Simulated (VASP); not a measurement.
# NaI (Fm-3m) in VASP: a series of runs, part 3 of 3

VASP 6.6.1. Earlier steps stand in the parts before.

**6. Single point, r2SCAN**

This run uses another cell than the first one, of 33.80 Å³/atom.

Input file POSCAR:

```
NaI
1.0
    0.0000000000      3.2333908160      3.2333908160
    3.2333908160      0.0000000000      3.2333908160
    3.2333908160      3.2333908160      0.0000000000
Na I
1 1
Direct
    0.0000000000      0.0000000000      0.0000000000
    0.5000000000      0.5000000000      0.5000000000
```

Input file INCAR.step1:

```
ALGO = Normal ; EDIFF = 1E-4
ENCUT = 520 ; GGA = PE
ISMEAR = 0 ; LASPH = True
LCHARG = False ; LREAL = False
LWAVE = True ; NBANDS = 14
NELM = 100 ; PREC = Accurate
SIGMA = 0.02
```

Input file INCAR.step2:

```
ALGO = Normal ; EDIFF = 1E-6
ENCUT = 520 ; ISIF = 2
ISMEAR = 0 ; ISTART = 1
LASPH = True ; LCHARG = False
LMIXTAU = True ; LREAL = False
LWAVE = False ; METAGGA = R2SCAN
NBANDS = 14 ; NELM = 100
PREC = Accurate ; SIGMA = 0.02
```

Input file KPOINTS:

```
k-points
0
Gamma
  6 6 6
```

Potentials or basis: VASP PAW PBE potentials, release 64 (Na_pv, I).

On the command line:

```
> cat potpaw_PBE.64/Na_pv/POTCAR potpaw_PBE.64/I/POTCAR > POTCAR
> cp INCAR.step1 INCAR
> mpirun -np 1 vasp_std > vasp.out
> cp INCAR.step2 INCAR
> mpirun -np 1 vasp_std > vasp.out
```

OUTCAR:

```text
EDIFF = 1E-6
   ENCUT = 520
   ISIF = 2
   ISMEAR = 0
   ISTART = 1
   LASPH = True
   LREAL = False
   METAGGA = R2SCAN
   NELM = 100
   PREC = Accurate

 ion  position               nearest neighbor table
   1  0.000  0.000  0.000-
   2  0.500  0.500  0.500-

  LATTYP: Found a face centered cubic cell.
 ALAT       =     6.4667816320

  Lattice vectors:

 A1 = (   0.0000000000,   3.2333908160,   3.2333908160)
 A2 = (   3.2333908160,   0.0000000000,   3.2333908160)
 A3 = (   3.2333908160,   3.2333908160,   0.0000000000)

Analysis of symmetry for initial positions (statically):
=====================================================================
 Subroutine PRICEL returns:
 Original cell was already a primitive cell.

 Routine SETGRP: Setting up the symmetry group for a
 face centered cubic supercell.

 Subroutine GETGRP returns: Found 48 space group operations
 (whereof 48 operations were pure point group operations)
 out of a pool of 48 trial point group operations.

The static configuration has the point symmetry O_h .

Analysis of symmetry for dynamics (positions and initial velocities):
=====================================================================
 Subroutine PRICEL returns:
 Original cell was already a primitive cell.

 Routine SETGRP: Setting up the symmetry group for a
 face centered cubic supercell.

 Subroutine GETGRP returns: Found 48 space group operations
 (whereof 48 operations were pure point group operations)
 out of a pool of 48 trial point group operations.

The dynamic configuration has the point symmetry O_h .

 Subroutine INISYM returns: Found 48 space group operations
 (whereof 48 operations are pure point group operations),
 and found     1 'primitive' translations

----------------------------------------------------------------------------------------

                                     Primitive cell

  volume of cell :      67.6090

  direct lattice vectors                    reciprocal lattice vectors
     0.000000000  3.233390816  3.233390816    -0.154636426  0.154636426  0.154636426
     3.233390816  0.000000000  3.233390816     0.154636426 -0.154636426  0.154636426
     3.233390816  3.233390816  0.000000000     0.154636426  0.154636426 -0.154636426

  length of vectors
     4.572705144  4.572705144  4.572705144     0.267838147  0.267838147  0.267838147

  position of ions in fractional coordinates (direct lattice)
     0.000000000  0.000000000  0.000000000
     0.500000000  0.500000000  0.500000000

  ion indices of the primitive-cell ions
   primitive index   ion index
                 1           1
                 2           2

----------------------------------------------------------------------------------------

 KPOINTS: k-points

Automatic generation of k-mesh.
 Grid dimensions read from file:
 generate k-points for:    6    6    6

 Generating k-lattice:

  Cartesian coordinates                     Fractional coordinates (reciprocal lattice)
    -0.025772738  0.025772738  0.025772738     0.166666667  0.000000000  0.000000000
     0.025772738 -0.025772738  0.025772738     0.000000000  0.166666667  0.000000000
     0.025772738  0.025772738 -0.025772738     0.000000000  0.000000000  0.166666667

  Length of vectors
     0.044639691  0.044639691  0.044639691

  Shift w.r.t. Gamma in fractional coordinates (k-lattice)
     0.000000000  0.000000000  0.000000000

 Subroutine IBZKPT returns following result:
 ===========================================

 Found     16 irreducible k-points:

 Following reciprocal coordinates:
            Coordinates               Weight
  0.000000  0.000000  0.000000      1.000000
  0.166667  0.000000  0.000000      8.000000
  0.333333  0.000000  0.000000      8.000000
  0.500000  0.000000  0.000000      4.000000
  0.166667  0.166667  0.000000      6.000000
  0.333333  0.166667  0.000000     24.000000
[... 8 lines left out ...]
 -0.333333  0.333333  0.166667     24.000000
 -0.333333  0.500000  0.166667     12.000000
   k-points           NKPTS =     16   k-points in BZ     NKDIM =     16   number of bands    NBANDS=     14
   number of dos      NEDOS =    301   number of ions     NIONS =      2
   total plane-waves  NPLWV =  46656
   dimension x,y,z NGX =    36 NGY =   36 NGZ =   36
   dimension x,y,z NGXF=    72 NGYF=   72 NGZF=   72
   ions per type =               1   1
   NGX,Y,Z   is equivalent  to a cutoff of  13.09, 13.09, 13.09 a.u.
   NGXF,Y,Z  is equivalent  to a cutoff of  26.18, 26.18, 26.18 a.u.
 SYSTEM =  unknown system
   PREC   = accura    normal or accurate (medium, high low for compatibility)
   ISTART =      1    job   : 0-new  1-cont  2-samecut
   ICHARG =      0    charge: 1-file 2-atom 10-const
   ISPIN  =      1    spin polarized calculation?
   LNONCOLLINEAR =      F non collinear calculations
   LSORBIT =      F    spin-orbit coupling
   LASPH  =      T    aspherical Exc in radial PAW
   ENCUT  =  520.0 eV  38.22 Ry    6.18 a.u.   8.50  8.50  8.50*2*pi/ulx,y,z
   NELM   =    100;   NELMIN=  2; NELMDL=  0     # of ELM steps
   EDIFF  = 0.1E-05   stopping-criterion for ELM
   LREAL  =      F    real-space projection
   EDIFFG = 0.1E-04   stopping-criterion for IOM
   NSW    =      0    number of steps for IOM
   IBRION =     -1    ionic relax: 0-MD 1-quasi-New 2-CG
   NFREE  =      0    steps in history (QN), initial steepest desc. (CG)
   ISIF   =      2    stress and relaxation
   ISYM   =      2    0-nonsym 1-usesym 2-fastsym
   POTIM  = 0.5000    time-step for ionic-motion
   TEBEG  =    0.0;   TEEND  =   0.0 temperature during run
   PSTRESS=    0.0 pullay stress
   NELECT =      14.0000    total number of electrons
   NUPDOWN=      -1.0000    fix difference up-down
   EMIN   =  10.00;   EMAX   =-10.00  energy-range for DOS
   EFERMI =   0.00;   METHOD = LEGACY
   ISMEAR =     0;   SIGMA  =   0.02  broadening in eV -4-tet -1-fermi 0-gaus
   EFERMI_NEDOS =   21; number of points for ismear=-14 and -15
   IALGO  =     38    algorithm
   IMIX   =      4    mixing-type and parameters
     AMIX     =   0.40;   BMIX     =  1.00
     AMIX_MAG =   1.60;   BMIX_MAG =  1.00
  volume/ion in A,a.u.               =      33.80       228.12
  Fermi-wavevector in a.u.,A,eV,Ry     =   0.968536  1.830269 12.763120  0.938063
  Thomas-Fermi vector in A             =   2.098514
   LORBIT       =      0    0 simple, 1 ext, 2 COOP (PROOUT), +10 PAW based schemes
   METAGGA = R2SCAN    functional components
   LHFCALC =     F    Hartree Fock is set to
   AEXX    =    0.0000 exact exchange contribution
   IVDW    =     0    specifies the selected vdW correction
   LEPSILON=     F    determine dielectric tensor
   LRPA    =     F    only Hartree local field effects (RPA)
 non-spin polarized calculation
 Gauss-broadening in eV      SIGMA  =   0.02
  energy-cutoff  :      520.00
  volume of cell :       67.61
 maximum number of plane-waves:      1853
 NGX is ok and might be reduce to    36
   NGX = 17   NGY = 17   NGZ = 17

 number of electron      13.9999994 magnetization

 Free energy of the ion-electron system (eV)
  ---------------------------------------------------
  ext. energy  EPLUGINS =         0.00000000
  ---------------------------------------------------
  free energy    TOTEN  =       -31.08560052 eV

  energy without entropy =      -31.08560052  energy(sigma->0) =      -31.08560052

 E-fermi :   0.5977     XC(G=0):  -8.0805

 val. band max:        0.4995974895   @ k =   0.0000   0.0000   0.0000
 cond. band min:       4.9470162763   @ k =   0.0000   0.0000   0.0000
 fundamental gap:      4.4474187868
 Fermi energy:         0.5977393322

 k-point     1 :       0.0000    0.0000    0.0000
  band No.  band energies     occupation
      1     -22.7487      2.00000
      2     -22.7484      2.00000
      3     -22.7484      2.00000
      4     -10.8533      2.00000
      5       0.4996      2.00000
      6       0.4996      2.00000
      7       0.4996      2.00000
      8       4.9470      0.00000
      9       8.9742      0.00000
     10       8.9743      0.00000
     11       8.9743      0.00000
     12      10.8306      0.00000
     13      10.8306      0.00000
     14      11.6183      0.00000
[... 241 lines left out ...]
      1     -22.7518      2.00000
      2     -22.7507      2.00000
      3     -22.7502      2.00000
      4     -10.4263      2.00000
      5      -1.2044      2.00000
      6      -0.6280      2.00000
      7      -0.3917      2.00000
      8       6.5973      0.00000
      9       7.5103      0.00000
     10       9.7385      0.00000
     11       9.8951      0.00000
     12      13.1063      0.00000
     13      13.8750      0.00000
     14      13.9168      0.00000

------------------------ aborting loop because EDIFF is reached ----------------------------------------

  FORCE on cell =-STRESS in cart. coord.  units (eV):
  Direction    XX          YY          ZZ          XY          YZ          ZX
  --------------------------------------------------------------------------------------
  -------------------------------------------------------------------------------------
  Total       -0.0561920     -0.0561920     -0.0561920     -0.0000000      0.0000000     -0.0000000
  in kB       -1.3316210     -1.3316210     -1.3316210     -0.0000000      0.0000000     -0.0000000
  external PRESSURE =      -1.3316210 kB  Pullay stress =       0.0000000 kB

 VOLUME and BASIS-vectors are now :
 -----------------------------------------------------------------------------
  energy-cutoff  :      520.00
  volume of cell :       67.61
      direct lattice vectors                 reciprocal lattice vectors
     0.000000000  3.233390816  3.233390816    -0.154636426  0.154636426  0.154636426
     3.233390816  0.000000000  3.233390816     0.154636426 -0.154636426  0.154636426
     3.233390816  3.233390816  0.000000000     0.154636426  0.154636426 -0.154636426

 POSITION                                       TOTAL-FORCE (eV/Angst)
 -----------------------------------------------------------------------------------
      0.00000      0.00000      0.00000        -0.000000     -0.000000      0.000000
      3.23339      3.23339      3.23339         0.000000      0.000000     -0.000000
 -----------------------------------------------------------------------------------
    total drift:                                0.000000      0.000000      0.000000

  FREE ENERGIE OF THE ION-ELECTRON SYSTEM (eV)
  ---------------------------------------------------
  free  energy   TOTEN  =       -31.0856005249 eV

  energy  without entropy=      -31.0856005249  energy(sigma->0) =      -31.08560052
```

OUTCAR.step1:

```text
EDIFF = 1E-4
   ENCUT = 520
   GGA = PE
   ISMEAR = 0
   LASPH = True
[... 482 lines left out ...]
 -----------------------------------------------------------------------------------
      0.00000      0.00000      0.00000         0.000000      0.000000     -0.000000
      3.23339      3.23339      3.23339        -0.000000     -0.000000      0.000000
 -----------------------------------------------------------------------------------
    total drift:                                0.000000      0.000000      0.000000

  FREE ENERGIE OF THE ION-ELECTRON SYSTEM (eV)
  ---------------------------------------------------
  free  energy   TOTEN  =        -5.3843663977 eV

  energy  without entropy=       -5.3843663977  energy(sigma->0) =       -5.38436640
```

OSZICAR.step1:

```text
N       E                     dE             d eps       ncg     rms          rms(c)
DAV:   1     0.875194139043E+02    0.87519E+02   -0.65053E+03   448   0.895E+02
DAV:   2     0.127242003639E+01   -0.86247E+02   -0.80963E+02   490   0.233E+02
DAV:   3    -0.529304897491E+01   -0.65655E+01   -0.65235E+01   574   0.611E+01
DAV:   4    -0.544736839142E+01   -0.15432E+00   -0.15427E+00   556   0.973E+00
DAV:   5    -0.545164209375E+01   -0.42737E-02   -0.42736E-02   604   0.162E+00    0.163E+00
DAV:   6    -0.539092080777E+01    0.60721E-01   -0.70406E-02   520   0.153E+00    0.110E+00
DAV:   7    -0.538234384781E+01    0.85770E-02   -0.64861E-02   574   0.131E+00    0.610E-01
DAV:   8    -0.538440191751E+01   -0.20581E-02   -0.53102E-03   496   0.577E-01    0.178E-01
DAV:   9    -0.538436639772E+01    0.35520E-04   -0.20673E-04   550   0.125E-01
   1 F= -.53843664E+01 E0= -.53843664E+01  d E =-.253165E-13
```

It took 3.1 min on 1 thread of AMD EPYC 7R13, shared host; peak memory 0.18 GiB.

What came out:

```yaml
Free_energy: -31.0856 eV
Pressure: -0.1 GPa
Band_gap_on_the_k_mesh: 4.45 eV
```

Caveat: the PAW data sets were made with another functional, which shifts forces and pressure a little; spin-orbit coupling is left out, which moves the levels of the heavy elements. r2SCAN opens gaps a little over a GGA but as a rule still falls short of measured ones.

**7. The runs side by side**

| cell | gap on the mesh (eV) | pressure (GPa) |
| --- | --- | --- |
| a = 4.382 Å, angles 60.0°, 2 atoms | 4.89 | 2.8 |
| a = 4.431 Å, angles 60.0°, 2 atoms | 4.76 | 1.9 |
| a = 4.479 Å, angles 60.0°, 2 atoms | 4.65 | 1.1 |
| a = 4.527 Å, angles 60.0°, 2 atoms | 4.54 | 0.4 |
| a = 4.573 Å, angles 60.0°, 2 atoms | 4.45 | -0.1 |

Alike in all rows: task single point; level r2SCAN; potentials or basis VASP PAW PBE potentials, release 64 (Na_pv, I); no spin polarisation; k mesh 6 × 6 × 6; cutoff (eV) 520; smearing gaussian 0.02 eV.

Caveats: the PAW data sets were made with another functional, which shifts forces and pressure a little; spin-orbit coupling is left out, which moves the levels of the heavy elements.

Absolute energies hang on the potentials; compare differences alone.
